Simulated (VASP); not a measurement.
A run of VASP 6.6.1 is set up as follows.

File INCAR:

```
PREC = Accurate
ENCUT = 520
EDIFF = 1E-7
ISMEAR = 0
SIGMA = 0.1
LREAL = F
LASPH = T
NELM = 150
ALGO = Normal
ISIF = 2
LWAVE = F
LCHARG = F
ISPIN = 2
MAGMOM = -1
LORBIT = 11
GGA = PE
IVDW = 12
NBANDS = 14
```

Contents of KPOINTS:

```
regular mesh
0
Gamma
  6 6 6
```

The input POSCAR:

```
I
1.0
   -2.0893754423      2.0893754423      2.0893754423
    2.0893754423     -2.0893754423      2.0893754423
    2.0893754423      2.0893754423     -2.0893754423
I
1
Direct
    0.0000000000      0.0000000000      0.0000000000
```

Potentials or basis: VASP PAW PBE potentials, release 64 (I).

Launch:

```sh
$ cat potpaw_PBE.64/I/POTCAR > POTCAR
$ mpirun -np 1 vasp_std > vasp.out
```

**Question.** Estimate the dispersion energy per atom.

**Answer.** -0.365 eV.

**Question.** What does it give for the pressure?

**Answer.** -2.1 GPa.

**Question.** Estimate the net moment.

**Answer.** 0.00 μB per cell.

Caveat: pairwise dispersion overbinds metals, which lowers pressure and volume.
